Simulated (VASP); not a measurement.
Write the native input for VASP 6.6.1 that does the following.

| Item | Value |
| --- | --- |
| Task | single point |
| Functional | PBEsol |
| Potentials or basis | VASP PAW PBE potentials, release 64 (Al, Na_pv) |
| Cutoff | 520 eV |
| k mesh | 3 × 3 × 9 |
| Occupations | gaussian, width 0.0234 eV |
| Spin | no spin polarisation |
| Dipole correction | no |
| Further INCAR settings | ALGO = Normal; EDIFF = 1e-06; NBANDS = 54 |

The structure of Na5Al2 lies in POSCAR:

```
Na5Al2
1.0
    9.5258320000      0.0000000000      0.0000000000
    0.0000000000      9.5258320000      0.0000000000
    0.0000000000      0.0000000000      2.8605110000
Al Na
4 10
Direct
    0.3197000000      0.8197000000      0.5000000000
    0.1803000000      0.3197000000      0.5000000000
    0.6803000000      0.1803000000      0.5000000000
    0.8197000000      0.6803000000      0.5000000000
    0.2936800000      0.5603000000      0.0000000000
    0.4397000000      0.2936800000      0.0000000000
    0.7063200000      0.4397000000      0.0000000000
    0.5603000000      0.7063200000      0.0000000000
    0.7936800000      0.9397000000      0.0000000000
    0.9397000000      0.2063200000      0.0000000000
    0.2063200000      0.0603000000      0.0000000000
    0.0603000000      0.7936800000      0.0000000000
    0.5000000000      0.0000000000      0.0000000000
    0.0000000000      0.5000000000      0.0000000000
```

One way to write it, as run:

INCAR

```
SYSTEM = Na5Al2
PREC     = Accurate       ! precision mode
ENCUT    = 520            ! plane-wave cutoff, eV
EDIFF    = 1E-6           ! SCF threshold, eV
ISMEAR   = 0              ! smearing method
SIGMA    = 0.0234         ! smearing width, eV
LREAL    = .False.        ! projectors in reciprocal space
LASPH    = .True.         ! aspherical terms in the spheres
NELM     = 100            ! most SCF steps
ALGO     = Normal         ! electronic algorithm
ISIF     = 2              ! what is computed and relaxed
LWAVE    = .False.        ! write WAVECAR
LCHARG   = .False.        ! write CHGCAR
GGA      = PS             ! functional
NBANDS   = 54             ! bands
```

KPOINTS

```
regular mesh
0
Gamma
  3 3 9
  0 0 0
```

Potentials or basis: VASP PAW PBE potentials, release 64 (Al, Na_pv).

Launch:

```sh
$ cat potpaw_PBE.64/Al/POTCAR potpaw_PBE.64/Na_pv/POTCAR > POTCAR
$ mpirun -np 1 vasp_std > vasp.out
```

Results of the run:

The pressure is 15.3 GPa. The largest force is 0.200 eV/Å and the band gap on the k mesh is zero (band 41 reaches 4.63 eV, above the bottom of band 42 at 2.87 eV).

Caveat: the PAW data sets were made with another functional, which shifts forces and pressure a little.

Wall time 2.8 min on 1 thread of Intel(R) Xeon(R) Platinum 8488C (Sapphire Rapids), with other jobs on the host, peak memory 0.41 GiB.
